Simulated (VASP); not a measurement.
Here is a VASP 6.6.1 calculation.

INCAR

```
SYSTEM = ReP4Ru
ALGO     = Normal         ! electronic algorithm
EDIFF    = 1E-7           ! SCF threshold, eV
ENCUT    = 520            ! plane-wave cutoff, eV
GGA      = PE             ! functional
ISIF     = 2              ! what is computed and relaxed
ISMEAR   = 0              ! smearing method
LASPH    = .True.         ! aspherical terms in the spheres
LCHARG   = .False.        ! write CHGCAR
LREAL    = .False.        ! projectors in reciprocal space
LWAVE    = .False.        ! write WAVECAR
NBANDS   = 30             ! bands
NELM     = 100            ! most SCF steps
PREC     = Accurate       ! precision mode
SIGMA    = 0.1            ! smearing width, eV
```

KPOINTS

```
k-points
0
Gamma
  4 4 4
  0 0 0
```

Contents of POSCAR:

```
ReP4Ru
1.0
    0.0000000000      3.4395002813      3.4395002813
    3.4395002813      0.0000000000      3.4395002813
    3.4395002813      3.4395002813      0.0000000000
Re P Ru
1 4 1
Direct
    0.0000000000      0.0000000000      0.0000000000
    0.8741143022      0.3752952326      0.3752952326
    0.3752952326      0.3752952326      0.3752952326
    0.3752952326      0.8741143022      0.3752952326
    0.3752952326      0.3752952326      0.8741143022
    0.7500000000      0.7500000000      0.7500000000
```

Potentials or basis: VASP PAW PBE potentials, release 64 (Re, P, Ru_pv).

Launch:

```sh
$ cat potpaw_PBE.64/Re/POTCAR potpaw_PBE.64/P/POTCAR potpaw_PBE.64/Ru_pv/POTCAR > POTCAR
$ mpirun -np 1 vasp_std > vasp.out
```

(1) Predict the pressure.

(2) Predict the band gap on the k mesh.

Results:

(1) -0.2 GPa.

(2) zero (an odd number of electrons rules out a gap without spin polarisation).

Caveat: the k points lie up to 0.40 Å⁻¹ apart, too coarse for converged energies and pressures of a metal; spin-orbit coupling is left out, which moves the levels of the heavy elements.
